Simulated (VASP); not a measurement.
A run of VASP 6.6.1 is set up as follows.

Contents of INCAR:

```
SYSTEM = ScAl9
  PREC = Accurate
  ENCUT = 400
  EDIFF = 1E-6
  ISMEAR = -1
  SIGMA = 0.0922
  LREAL = Auto
  LASPH = .True.
  NELM = 120
  ALGO = Normal
  ISIF = 2
  LWAVE = .False.
  LCHARG = .False.
  GGA = PE
  ISYM = -1
  NBANDS = 54
  GGA_COMPAT = .False.
```

Contents of KPOINTS:

```
explicit points
1
Reciprocal
  0.25000000   0.25000000   0.25000000 1
```

File POSCAR:

```
ScAl9
1.0
    7.4469130000     -0.0134000000     -0.0543370000
   -0.0134000000      6.6775230000     -0.0651690000
   -0.0543370000     -0.0651690000      7.1022430000
Al Sc
18 2
Direct
    0.4194666048      0.6244725969      0.6886905745
    0.2825864701      0.2684267749      0.4695684174
    0.5029143773      0.9406179806      0.0466962327
    0.4466756818      0.5329684853      0.2692670526
    0.2024512074      0.6529735323      0.9741738242
    0.7006020408      0.2953254577      0.1591012414
    0.7313416144      0.9719937525      0.7438147033
    0.2319947251      0.8615786083      0.3111025790
    0.0233128816      0.4934163507      0.3058914208
    0.2131259704      0.2964904650      0.0591233802
   -0.0789539889      0.1519247602      0.3898949475
    0.5221197480      0.2949852805      0.8319843909
    0.9710628346     -0.0150167546      0.0048341087
    0.7725458719      0.5537898205     -0.1133645028
    0.0225536668      0.3075784014      0.7271959120
    0.7027965124      0.4243938780      0.5231537669
    0.7508539491      0.6746389208      0.2141427286
    0.5576798707      0.0250481729      0.3774009162
    0.0042950945      0.7042298308      0.5785471345
    0.2626517645     -0.0012387996      0.7958746241
```

Potentials or basis: VASP PAW PBE potentials, release 64 (Al, Sc_sv).

Command:

```bash
$ cat potpaw_PBE.64/Al/POTCAR potpaw_PBE.64/Sc_sv/POTCAR > POTCAR
$ mpirun -np 1 vasp_std > vasp.out
```

(1) Predict the pressure.

(2) What does it give for the largest force?

## Answers

(1) 6.9 GPa.

(2) 3.309 eV/Å.

Caveat: the atoms stand as in a frame of molecular dynamics.
